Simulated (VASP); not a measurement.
Here is a VASP 6.6.1 calculation.

Contents of INCAR:

```
SYSTEM = GaAs
PREC = Accurate ; ENCUT = 520
EDIFF = 1E-8 ; ISMEAR = 0
SIGMA = 0.01 ; LREAL = .FALSE.
LASPH = .TRUE. ; NELM = 80
ALGO = Normal ; ISIF = 2
LWAVE = .FALSE. ; LCHARG = .FALSE.
NBANDS = 16 ; IBRION = 8
NSW = 1 ; LEPSILON = .TRUE.
```

Contents of KPOINTS:

```
Automatic mesh
0
G
  12 12 12
  0 0 0
```

POSCAR

```
GaAs
1.0
    0.0000000000      2.8015691422      2.8015691422
    2.8015691422      0.0000000000      2.8015691422
    2.8015691422      2.8015691422      0.0000000000
Ga As
1 1
Direct
    0.0000000000      0.0000000000      0.0000000000
    0.7500000000      0.7500000000      0.7500000000
```

Potentials or basis: VASP PAW LDA potentials, release 64 (Ga_d, As).

Command:

```bash
$ cat potpaw_LDA.64/Ga_d/POTCAR potpaw_LDA.64/As/POTCAR > POTCAR
$ mpirun -np 1 vasp_std > vasp.out
```

(1) Estimate the electronic dielectric tensor (diagonal).

(2) Predict the Born charges (mean of the diagonal).

(3) Estimate the highest phonon frequency at Γ, LO-TO splitting left out.

Results:

(1) 17.63.

(2) Ga +2.08; As -2.08 e.

(3) 271 cm⁻¹.
